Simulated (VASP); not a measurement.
# InP (F-43m) in VASP: further runs, part 2 of 2

VASP 6.6.1. Earlier steps stand in the parts before.

**3. Single point, PBEsol (volume scaled by 0.840)**

The input, INCAR:

```
PREC = Accurate ; ENCUT = 520
EDIFF = 1E-6 ; ISMEAR = 0
SIGMA = 0.05 ; LREAL = F
LASPH = T ; NELM = 100
ALGO = Normal ; ISIF = 2
LWAVE = F ; LCHARG = F
GGA = PS ; NBANDS = 16
```

The input, KPOINTS:

```
Automatic mesh
0
Gamma
  14 14 14
```

The input, POSCAR:

```
InP
1.0
    0.0000000000      2.7733112989      2.7733112989
    2.7733112989      0.0000000000      2.7733112989
    2.7733112989      2.7733112989      0.0000000000
In P
1 1
Direct
    0.0000000000      0.0000000000      0.0000000000
    0.2500000000      0.2500000000      0.2500000000
```

Potentials or basis: VASP PAW PBE potentials, release 64 (In_d, P).

Command:

```console
cat potpaw_PBE.64/In_d/POTCAR potpaw_PBE.64/P/POTCAR > POTCAR
mpirun -np 1 vasp_std > vasp.out
```

Run time: 70 s. Hardware: 1 thread of Intel Xeon 6975P-C, shared host; peak memory 0.22 GiB.

It converged, with:

```yaml
Free_energy: -8.7821 eV
Pressure: 17.2 GPa
Band_gap_on_the_k_mesh: 1.30 eV, indirect (least direct gap 1.47 eV)
```

Levels at points of the mesh, in eV from the valence-band top:
```csv
k point,band 7,band 8,band 9,band 10,band 11,band 12
"(0.00, 0.00, 0.00)",0.00,0.00,0.00,1.47,3.94,3.94
"(0.50, 0.00, 0.00)",-6.82,-1.27,-1.27,1.77,4.69,4.69
"(0.50, 0.50, 0.00)",-6.63,-2.99,-2.99,1.30,2.05,10.21
```

Caveat: the PAW data sets were made with another functional, which shifts forces and pressure a little; spin-orbit coupling is left out, which moves the levels of the heavy elements. A k mesh can miss the band edges.

**4. Single point, PBEsol (volume scaled by 0.880)**

The input, INCAR:

```
SYSTEM = InP
ALGO = Normal
EDIFF = 1E-6
ENCUT = 520
GGA = PS
ISIF = 2
ISMEAR = 0
LASPH = .TRUE.
LCHARG = .FALSE.
LREAL = .FALSE.
LWAVE = .FALSE.
NBANDS = 16
NELM = 60
PREC = Accurate
SIGMA = 0.05
```

The input, KPOINTS:

```
k-points
0
G
  14 14 14
  0 0 0
```

The input, POSCAR:

```
InP
1.0
    0.0000000000      2.8166512882      2.8166512882
    2.8166512882      0.0000000000      2.8166512882
    2.8166512882      2.8166512882      0.0000000000
In P
1 1
Direct
    0.0000000000      0.0000000000      0.0000000000
    0.2500000000      0.2500000000      0.2500000000
```

Command:

```console
cat potpaw_PBE.64/In_d/POTCAR potpaw_PBE.64/P/POTCAR > POTCAR
mpirun -np 1 vasp_std > vasp.out
```

It took 68 s on 1 thread of Intel Xeon 6975P-C, shared host; peak memory 0.22 GiB.

Results (log left out):

| Item | Value |
| --- | --- |
| Free energy | -8.9630 eV |
| Pressure | 11.4 GPa |
| Band gap on the k mesh | 1.24 eV, direct |

Levels at points of the mesh, in eV from the valence-band top:
```
           k point  band 5  band 6  band 7  band 8  band 9  band 10  band 11  band 12  band 13  band 14
(0.00, 0.00, 0.00)  -14.24  -12.44    0.00    0.00    0.00     1.24     3.98     3.98     3.98     8.93
(0.50, 0.00, 0.00)  -14.22  -10.26   -6.50   -1.18   -1.18     1.67     4.72     4.72     7.11     9.92
(0.50, 0.50, 0.00)  -14.19   -9.46   -6.38   -2.79   -2.79     1.40     2.10     9.88    10.32    10.32
```

Caveat: the PAW data sets were made with another functional, which shifts forces and pressure a little; spin-orbit coupling is left out, which moves the levels of the heavy elements.

**5. Single point, PBEsol (volume scaled by 0.920)**

The input, INCAR:

```
SYSTEM = InP
PREC     = Accurate       ! precision mode
ENCUT    = 520            ! plane-wave cutoff, eV
EDIFF    = 1E-6           ! SCF threshold, eV
ISMEAR   = 0              ! smearing method
SIGMA    = 0.05           ! smearing width, eV
LREAL    = .FALSE.        ! projectors in reciprocal space
LASPH    = .TRUE.         ! aspherical terms in the spheres
NELM     = 100            ! most SCF steps
ALGO     = Normal         ! electronic algorithm
ISIF     = 2              ! what is computed and relaxed
LWAVE    = .FALSE.        ! write WAVECAR
LCHARG   = .FALSE.        ! write CHGCAR
GGA      = PS             ! functional
NBANDS   = 16             ! bands
```

The input, KPOINTS:

```
Automatic mesh
0
G
  14 14 14
  0 0 0
```

The input, POSCAR:

```
InP
1.0
    0.0000000000      2.8586970585      2.8586970585
    2.8586970585      0.0000000000      2.8586970585
    2.8586970585      2.8586970585      0.0000000000
In P
1 1
Direct
    0.0000000000      0.0000000000      0.0000000000
    0.2500000000      0.2500000000      0.2500000000
```

Potentials or basis: VASP PAW PBE potentials, release 64 (In_d, P).

Command:

```console
cat potpaw_PBE.64/In_d/POTCAR potpaw_PBE.64/P/POTCAR > POTCAR
mpirun -np 1 vasp_std > vasp.out
```

OUTCAR:

```text
SYSTEM = InP
   PREC = Accurate
   ENCUT = 520
   EDIFF = 1E-6
   ISMEAR = 0
   LREAL = .FALSE.
   LASPH = .TRUE.
   NELM = 100
   ISIF = 2
   GGA = PS

 ion  position               nearest neighbor table
   1  0.000  0.000  0.000-   2 2.48   2 2.48   2 2.48   2 2.48
   2  0.250  0.250  0.250-   1 2.48   1 2.48   1 2.48   1 2.48

  LATTYP: Found a face centered cubic cell.
 ALAT       =     5.7173941170

  Lattice vectors:

 A1 = (   0.0000000000,   2.8586970585,   2.8586970585)
 A2 = (   2.8586970585,   0.0000000000,   2.8586970585)
 A3 = (   2.8586970585,   2.8586970585,   0.0000000000)
[... 624 lines left out ...]
      4      -8.2067      2.00000
      5      -8.1718      2.00000
      6      -5.2281      2.00000
[... 8 lines left out ...]
     15      15.6550      0.00000
     16      16.5761      0.00000

 [... further k-points ...]
[... 5 lines left out ...]
  --------------------------------------------------------------------------------------
  -------------------------------------------------------------------------------------
  Total        1.9548121      1.9548121      1.9548121      0.0000000      0.0000000     -0.0000000
  in kB       67.0318482     67.0318482     67.0318482      0.0000000      0.0000000     -0.0000000
  external PRESSURE =      67.0318482 kB  Pullay stress =       0.0000000 kB

 VOLUME and BASIS-vectors are now :
 -----------------------------------------------------------------------------
  energy-cutoff  :      520.00
  volume of cell :       46.72
      direct lattice vectors                 reciprocal lattice vectors
     0.000000000  2.858697059  2.858697059    -0.174904857  0.174904857  0.174904857
     2.858697059  0.000000000  2.858697059     0.174904857 -0.174904857  0.174904857
     2.858697059  2.858697059  0.000000000     0.174904857  0.174904857 -0.174904857

 POSITION                                       TOTAL-FORCE (eV/Angst)
 -----------------------------------------------------------------------------------
      0.00000      0.00000      0.00000        -0.000000     -0.000000      0.000000
      1.42935      1.42935      1.42935         0.000000      0.000000     -0.000000
 -----------------------------------------------------------------------------------
    total drift:                               -0.000000     -0.000000     -0.000000

  FREE ENERGIE OF THE ION-ELECTRON SYSTEM (eV)
  ---------------------------------------------------
  free  energy   TOTEN  =        -9.0773316337 eV

  energy  without entropy=       -9.0773316337  energy(sigma->0) =       -9.07733163
```

Run time: 68 s. Hardware: 1 thread of Intel Xeon 6975P-C, shared host; peak memory 0.22 GiB.

Results:

| Item | Value |
| --- | --- |
| Free energy | -9.0773 eV |
| Pressure | 6.7 GPa |
| Band gap on the k mesh | 1.01 eV, direct |

Levels at points of the mesh, in eV from the valence-band top:
```csv
k point,band 7,band 8,band 9,band 10,band 11,band 12
"(0.00, 0.00, 0.00)",0.00,0.00,0.00,1.01,4.00,4.00
"(0.50, 0.00, 0.00)",-6.22,-1.10,-1.10,1.57,4.73,4.73
"(0.50, 0.50, 0.00)",-6.16,-2.62,-2.62,1.49,2.14,9.58
```

Caveat: the PAW data sets were made with another functional, which shifts forces and pressure a little; spin-orbit coupling is left out, which moves the levels of the heavy elements. A k mesh can miss the band edges.

**6. Summary**

```csv
cell,gap on the mesh (eV),pressure (GPa)
"a = 3.859 Å, angles 60.0°, 2 atoms",1.19,24.6
"a = 3.922 Å, angles 60.0°, 2 atoms",1.30,17.2
"a = 3.983 Å, angles 60.0°, 2 atoms",1.24,11.4
"a = 4.043 Å, angles 60.0°, 2 atoms",1.01,6.7
```

Alike in all rows: task single point; level PBEsol; potentials or basis VASP PAW PBE potentials, release 64 (In_d, P); no spin polarisation; k mesh 14 × 14 × 14; cutoff (eV) 520; smearing gaussian 0.05 eV.

Caveats: the PAW data sets were made with another functional, which shifts forces and pressure a little; spin-orbit coupling is left out, which moves the levels of the heavy elements.

Absolute energies hang on the potentials; compare differences alone.
